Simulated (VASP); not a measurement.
A run of VASP 6.6.1 is set up as follows.

Contents of INCAR:

```
PREC     = Accurate       # precision mode
ENCUT    = 520            # plane-wave cutoff, eV
EDIFF    = 1E-7           # SCF threshold, eV
ISMEAR   = -1             # smearing method
SIGMA    = 0.1            # smearing width, eV
LREAL    = F              # projectors in reciprocal space
LASPH    = T              # aspherical terms in the spheres
NELM     = 100            # most SCF steps
ALGO     = Normal         # electronic algorithm
ISIF     = 2              # what is computed and relaxed
LWAVE    = F              # write WAVECAR
LCHARG   = F              # write CHGCAR
GGA      = PE             # functional
NBANDS   = 20             # bands
```

Contents of KPOINTS:

```
Automatic mesh
0
Gamma
  9 9 13
```

File POSCAR:

```
Ir
1.0
    4.3204164427      0.0000000000      0.0000000000
   -2.1602082213      3.7415903943      0.0000000000
    0.0000000000      0.0000000000      2.6679608239
Ir
3
Direct
    1.0000000000      1.0000000000      0.0000000000
    0.3333333333      0.6666666667      0.5000000000
    0.6666666667      0.3333333333      0.5000000000
```

Potentials or basis: VASP PAW PBE potentials, release 64 (Ir).

The run is started by

```sh
$ cat potpaw_PBE.64/Ir/POTCAR > POTCAR
$ mpirun -np 1 vasp_std > vasp.out
```

(1) Estimate the pressure.

(2) What does it give for the band gap on the k mesh?

Results:

(1) 15.0 GPa.

(2) zero (an odd number of electrons rules out a gap without spin polarisation).

Caveat: the cell stands under pressure; spin-orbit coupling is left out, which moves the levels of the heavy elements.
